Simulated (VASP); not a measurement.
# V (Im-3m) in VASP: a series of runs, part 2 of 2

VASP 6.6.1.

### 3 Single point, LDA

Input file INCAR:

```
ALGO = Normal
EDIFF = 1E-6
ENCUT = 520
ISIF = 2
ISMEAR = -1
LASPH = True
LCHARG = True
LELF = True
LREAL = False
LVHAR = True
LWAVE = False
NBANDS = 12
NELM = 60
PREC = Accurate
SIGMA = 0.1
```

Input file KPOINTS:

```
k-points
0
Gamma
  4 4 4
```

Input file POSCAR:

```
V
1.0
   -1.4636513664      1.4636513664      1.4636513664
    1.4636513664     -1.4636513664      1.4636513664
    1.4636513664      1.4636513664     -1.4636513664
V
1
Direct
    0.0000000000      0.0000000000      0.0000000000
```

Potentials or basis: VASP PAW LDA potentials, release 64 (V_sv).

Launch:

```
$ cat potpaw_LDA.64/V_sv/POTCAR > POTCAR
$ mpirun -np 1 vasp_std > vasp.out
```

OUTCAR:

```text
EDIFF = 1E-6
   ENCUT = 520
   ISIF = 2
   ISMEAR = -1
   LASPH = True
   LREAL = False
   NELM = 60
   PREC = Accurate

 ion  position               nearest neighbor table
   1  0.000  0.000  0.000-

  LATTYP: Found a body centered cubic cell.
 ALAT       =     2.9273027328

  Lattice vectors:

 A1 = (  -1.4636513664,   1.4636513664,   1.4636513664)
 A2 = (   1.4636513664,  -1.4636513664,   1.4636513664)
 A3 = (   1.4636513664,   1.4636513664,  -1.4636513664)

Analysis of symmetry for initial positions (statically):
=====================================================================
 Subroutine PRICEL returns:
 Original cell was already a primitive cell.

 Routine SETGRP: Setting up the symmetry group for a
 body centered cubic supercell.

 Subroutine GETGRP returns: Found 48 space group operations
 (whereof 48 operations were pure point group operations)
 out of a pool of 48 trial point group operations.

The static configuration has the point symmetry O_h .

Analysis of symmetry for dynamics (positions and initial velocities):
=====================================================================
 Subroutine PRICEL returns:
 Original cell was already a primitive cell.

 Routine SETGRP: Setting up the symmetry group for a
 body centered cubic supercell.

 Subroutine GETGRP returns: Found 48 space group operations
 (whereof 48 operations were pure point group operations)
 out of a pool of 48 trial point group operations.

The dynamic configuration has the point symmetry O_h .

 Subroutine INISYM returns: Found 48 space group operations
 (whereof 48 operations are pure point group operations),
 and found     1 'primitive' translations

----------------------------------------------------------------------------------------

                                     Primitive cell

  volume of cell :      12.5422

  direct lattice vectors                    reciprocal lattice vectors
    -1.463651366  1.463651366  1.463651366     0.000000000  0.341611405  0.341611405
     1.463651366 -1.463651366  1.463651366     0.341611405  0.000000000  0.341611405
     1.463651366  1.463651366 -1.463651366     0.341611405  0.341611405  0.000000000

  length of vectors
     2.535118531  2.535118531  2.535118531     0.483111482  0.483111482  0.483111482

  position of ions in fractional coordinates (direct lattice)
     0.000000000  0.000000000  0.000000000

  ion indices of the primitive-cell ions
   primitive index   ion index
                 1           1

----------------------------------------------------------------------------------------

 KPOINTS: k-points

Automatic generation of k-mesh.
 Grid dimensions read from file:
 generate k-points for:    4    4    4

 Generating k-lattice:

  Cartesian coordinates                     Fractional coordinates (reciprocal lattice)
     0.000000000  0.085402851  0.085402851     0.250000000  0.000000000  0.000000000
     0.085402851  0.000000000  0.085402851     0.000000000  0.250000000  0.000000000
     0.085402851  0.085402851  0.000000000     0.000000000  0.000000000  0.250000000

  Length of vectors
     0.120777871  0.120777871  0.120777871

  Shift w.r.t. Gamma in fractional coordinates (k-lattice)
     0.000000000  0.000000000  0.000000000

 Subroutine IBZKPT returns following result:
 ===========================================

 Found      8 irreducible k-points:

 Following reciprocal coordinates:
            Coordinates               Weight
  0.000000  0.000000  0.000000      1.000000
  0.250000  0.000000  0.000000     12.000000
  0.500000  0.000000  0.000000      6.000000
  0.250000  0.250000  0.000000     24.000000
  0.250000  0.250000  0.250000      2.000000
 -0.250000  0.250000  0.250000      6.000000
  0.500000  0.500000  0.250000     12.000000
  0.500000  0.500000  0.500000      1.000000
   k-points           NKPTS =      8   k-points in BZ     NKDIM =      8   number of bands    NBANDS=     12
   number of dos      NEDOS =    301   number of ions     NIONS =      1
   total plane-waves  NPLWV =   8000
   dimension x,y,z NGX =    20 NGY =   20 NGZ =   20
   dimension x,y,z NGXF=    40 NGYF=   40 NGZF=   40
   ions per type =               1
   NGX,Y,Z   is equivalent  to a cutoff of  13.12, 13.12, 13.12 a.u.
   NGXF,Y,Z  is equivalent  to a cutoff of  26.23, 26.23, 26.23 a.u.
 SYSTEM =  unknown system
   PREC   = accura    normal or accurate (medium, high low for compatibility)
   ISTART =      0    job   : 0-new  1-cont  2-samecut
   ICHARG =      2    charge: 1-file 2-atom 10-const
   ISPIN  =      1    spin polarized calculation?
   LNONCOLLINEAR =      F non collinear calculations
   LSORBIT =      F    spin-orbit coupling
   LASPH  =      T    aspherical Exc in radial PAW
   ENCUT  =  520.0 eV  38.22 Ry    6.18 a.u.   4.71  4.71  4.71*2*pi/ulx,y,z
   NELM   =     60;   NELMIN=  2; NELMDL= -5     # of ELM steps
   EDIFF  = 0.1E-05   stopping-criterion for ELM
   LREAL  =      F    real-space projection
   EDIFFG = 0.1E-04   stopping-criterion for IOM
   NSW    =      0    number of steps for IOM
   IBRION =     -1    ionic relax: 0-MD 1-quasi-New 2-CG
   NFREE  =      0    steps in history (QN), initial steepest desc. (CG)
   ISIF   =      2    stress and relaxation
   ISYM   =      2    0-nonsym 1-usesym 2-fastsym
   POTIM  = 0.5000    time-step for ionic-motion
   TEBEG  =    0.0;   TEEND  =   0.0 temperature during run
   PSTRESS=    0.0 pullay stress
   NELECT =      13.0000    total number of electrons
   NUPDOWN=      -1.0000    fix difference up-down
   EMIN   =  10.00;   EMAX   =-10.00  energy-range for DOS
   EFERMI =   0.00;   METHOD = LEGACY
   ISMEAR =    -1;   SIGMA  =   0.10  broadening in eV -4-tet -1-fermi 0-gaus
   EFERMI_NEDOS =   21; number of points for ismear=-14 and -15
   IALGO  =     38    algorithm
   IMIX   =      4    mixing-type and parameters
     AMIX     =   0.40;   BMIX     =  1.00
     AMIX_MAG =   1.60;   BMIX_MAG =  1.00
  volume/ion in A,a.u.               =      12.54        84.64
  Fermi-wavevector in a.u.,A,eV,Ry     =   1.656781  3.130861 37.346926  2.744922
  Thomas-Fermi vector in A             =   2.744646
   LORBIT       =      0    0 simple, 1 ext, 2 COOP (PROOUT), +10 PAW based schemes
   GGA     = CA    functional components
   LHFCALC =     F    Hartree Fock is set to
   AEXX    =    0.0000 exact exchange contribution
   IVDW    =     0    specifies the selected vdW correction
   LEPSILON=     F    determine dielectric tensor
   LRPA    =     F    only Hartree local field effects (RPA)
 non-spin polarized calculation
  energy-cutoff  :      520.00
  volume of cell :       12.54
 maximum number of plane-waves:       370
 NGX is ok and might be reduce to    20
   NGX =  9   NGY =  9   NGZ =  9

 number of electron      13.0000011 magnetization

 Free energy of the ion-electron system (eV)
  ---------------------------------------------------
  ext. energy  EPLUGINS =         0.00000000
  ---------------------------------------------------
  free energy    TOTEN  =       -10.06838336 eV

  energy without entropy =      -10.03648492  energy(sigma->0) =      -10.05243414

 E-fermi :  10.3606     XC(G=0): -13.6339

 val. band max:       10.3190688139   @ k =   0.2500   0.0000   0.0000
 cond. band min:      10.7359232858   @ k =   0.0000   0.0000   0.0000
 fundamental gap:      0.4168544719
 Fermi energy:        10.3605888738

 k-point     1 :       0.0000    0.0000    0.0000
  band No.  band energies     occupation
      1     -52.5751      2.00000
      2     -26.1410      2.00000
      3     -26.1410      2.00000
      4     -26.1410      2.00000
      5       3.7522      2.00000
      6      10.7359      0.04580
      7      10.7359      0.04580
      8      10.7359      0.04580
      9      12.9204      0.00000
     10      12.9204      0.00000
     11      31.5101      0.00000
     12      31.5101      0.00000
[... 91 lines left out ...]
 k-point     8 :       0.5000    0.5000    0.5000
  band No.  band energies     occupation
      1     -52.1151      2.00000
      2     -26.9190      2.00000
      3     -26.9190      2.00000
      4     -26.9190      2.00000
      5       7.0173      2.00000
      6       7.0173      2.00000
      7      14.4055      0.00000
      8      14.4055      0.00000
      9      14.4055      0.00000
     10      21.3090      0.00000
     11      21.3090      0.00000
     12      21.3090      0.00000

------------------------ aborting loop because EDIFF is reached ----------------------------------------

  FORCE on cell =-STRESS in cart. coord.  units (eV):
  Direction    XX          YY          ZZ          XY          YZ          ZX
  --------------------------------------------------------------------------------------
  -------------------------------------------------------------------------------------
  Total        0.0942098      0.0942098      0.0942098      0.0000000      0.0000000     -0.0000000
  in kB       12.0346530     12.0346530     12.0346530      0.0000000      0.0000000     -0.0000000
  external PRESSURE =      12.0346530 kB  Pullay stress =       0.0000000 kB

 VOLUME and BASIS-vectors are now :
 -----------------------------------------------------------------------------
  energy-cutoff  :      520.00
  volume of cell :       12.54
      direct lattice vectors                 reciprocal lattice vectors
    -1.463651366  1.463651366  1.463651366     0.000000000  0.341611405  0.341611405
     1.463651366 -1.463651366  1.463651366     0.341611405  0.000000000  0.341611405
     1.463651366  1.463651366 -1.463651366     0.341611405  0.341611405  0.000000000

 POSITION                                       TOTAL-FORCE (eV/Angst)
 -----------------------------------------------------------------------------------
      0.00000      0.00000      0.00000         0.000000      0.000000     -0.000000
 -----------------------------------------------------------------------------------
    total drift:                               -0.000000     -0.000000      0.000000

  FREE ENERGIE OF THE ION-ELECTRON SYSTEM (eV)
  ---------------------------------------------------
  free  energy   TOTEN  =       -10.0683833609 eV

  energy  without entropy=      -10.0364849244  energy(sigma->0) =      -10.05243414
```

stdout:

```text
POSCAR found type information on POSCAR V
 POSCAR found :  1 types and       1 ions
 scaLAPACK will be used
 LDA part: xc-table for (Slater(with rela. corr.)+CA(PZ))
 , standard interpolation
 POSCAR, INCAR and KPOINTS ok, starting setup
 FFT: planning ... GRIDC
 FFT: planning ... GRID_SOFT
 FFT: planning ... GRID
 WAVECAR not read
 entering main loop
```

Run time: 2.8 s. Hardware: 1 thread of AMD EPYC 7R13, shared host; peak memory 0.08 GiB.

What came out:

```
Free energy : -10.0684 eV
Pressure    : 1.2 GPa
```

Caveat: the k points lie up to 0.76 Å⁻¹ apart.

### 4 Single point, LDA

Input file INCAR:

```
SYSTEM = V
PREC     = Accurate       ! precision mode
ENCUT    = 520            ! plane-wave cutoff, eV
EDIFF    = 1E-6           ! SCF threshold, eV
ISMEAR   = -1             ! smearing method
SIGMA    = 0.1            ! smearing width, eV
LREAL    = .FALSE.        ! projectors in reciprocal space
LASPH    = .TRUE.         ! aspherical terms in the spheres
NELM     = 80             ! most SCF steps
ALGO     = Normal         ! electronic algorithm
ISIF     = 2              ! what is computed and relaxed
LWAVE    = .FALSE.        ! write WAVECAR
LCHARG   = .FALSE.        ! write CHGCAR
NBANDS   = 12             ! bands
```

Input file KPOINTS:

```
Automatic mesh
0
G
  5 5 5
  0 0 0
```

POSCAR is that of step 3.

Launch:

```
$ cat potpaw_LDA.64/V_sv/POTCAR > POTCAR
$ mpirun -np 1 vasp_std > vasp.out
```

It took 3.3 s on 1 thread of AMD EPYC 7R13, shared host; peak memory 0.08 GiB.

Results (log left out):

```yaml
Free_energy: -9.9285 eV
Pressure: 2.5 GPa
```

Levels at points of the mesh, in eV from the Fermi level:
```
           k point  band 2  band 3  band 4  band 5  band 6  band 7  band 8  band 9  band 10  band 11
(0.00, 0.00, 0.00)  -36.56  -36.56  -36.56   -6.77    0.29    0.29    0.29    2.47     2.47    20.98
```

Caveat: the k points lie up to 0.61 Å⁻¹ apart.

### 5 Single point, LDA

Input file INCAR:

```
SYSTEM = V
PREC = Accurate ; ENCUT = 520
EDIFF = 1E-6 ; ISMEAR = -1
SIGMA = 0.1 ; LREAL = .FALSE.
LASPH = .TRUE. ; NELM = 60
ALGO = Normal ; ISIF = 2
LWAVE = .FALSE. ; LCHARG = .FALSE.
GGA = CA ; NBANDS = 12
```

Input file KPOINTS:

```
regular mesh
0
G
  7 7 7
  0 0 0
```

POSCAR is that of step 4.

Launch:

```
$ cat potpaw_LDA.64/V_sv/POTCAR > POTCAR
$ mpirun -np 1 vasp_std > vasp.out
```

Run time: 3.7 s. Hardware: 1 thread of AMD EPYC 7R13, shared host; peak memory 0.09 GiB.

It converged, with:

| Item | Value |
| --- | --- |
| Free energy | -9.9736 eV |
| Pressure | 1.6 GPa |

Levels at points of the mesh, in eV from the Fermi level:
```tsv
k point	band 3	band 4	band 5	band 6	band 7	band 8	band 9	band 10
(0.00, 0.00, 0.00)	-36.40	-36.40	-6.56	0.46	0.46	0.46	2.65	2.65
```

Caveat: the k points lie up to 0.43 Å⁻¹ apart.

### 6 Summary

| k mesh | gap on the mesh (eV) | pressure (GPa) |
| --- | --- | --- |
| 2 × 2 × 2 | none | -27.4 |
| 4 × 4 × 4 | none | 1.2 |
| 5 × 5 × 5 | none | 2.5 |
| 7 × 7 × 7 | none | 1.6 |

Alike in all rows: task single point; level LDA; potentials or basis VASP PAW LDA potentials, release 64 (V_sv); no spin polarisation; cell as given; cutoff (eV) 520; smearing fermi-dirac 0.1 eV.

Caveats: all runs use coarse meshes.

Total energies depend on the potentials used, so only differences within one code and one set of settings carry meaning.
